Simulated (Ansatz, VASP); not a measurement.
Ta in VASP and in Ansatz

```
CELL_PARAMETERS angstrom
2.94513 0.00000 0.00000
-1.47256 2.55056 0.00000
0.00000 0.00000 9.61879
ATOMIC_POSITIONS crystal
Ta 0.00000 0.00000 0.00000
Ta 0.00000 0.00000 0.50000
Ta 0.33333 0.66667 0.25000
Ta 0.66667 0.33333 0.75000
```

Alike in both runs: task relaxation of cell and atoms; functional PBE; k mesh 12 × 12 × 4; occupations fermi-dirac, width 0.1 eV; no spin polarisation.

|  | VASP | Ansatz |
| --- | --- | --- |
| version | VASP 6.6.1 | Ansatz 0.2.0 |
| potentials or method | VASP PAW PBE potentials, release 64 (Ta_pv), cutoff 600 eV | plane waves (420 eV) with PAW, scalar-relativistic |
| valence electrons in the cell | 44 | 52 |

VASP gave:

| Item | Value |
| --- | --- |
| relaxed volume (Å³/atom) | 18.80 |
| relaxed length of the cell vector where the two differ most in proportion (Å) | 10.053 |

Q: Estimate Ansatz's values.

A: Relaxed volume (Å³/atom): 18.80; relaxed length of the cell vector where the two differ most in proportion (Å): 10.057.

VASP's potentials hold 44 valence electrons a cell and Ansatz's 52, so a difference there can come from the potentials and not from the codes.

Neither program's run includes spin-orbit coupling.
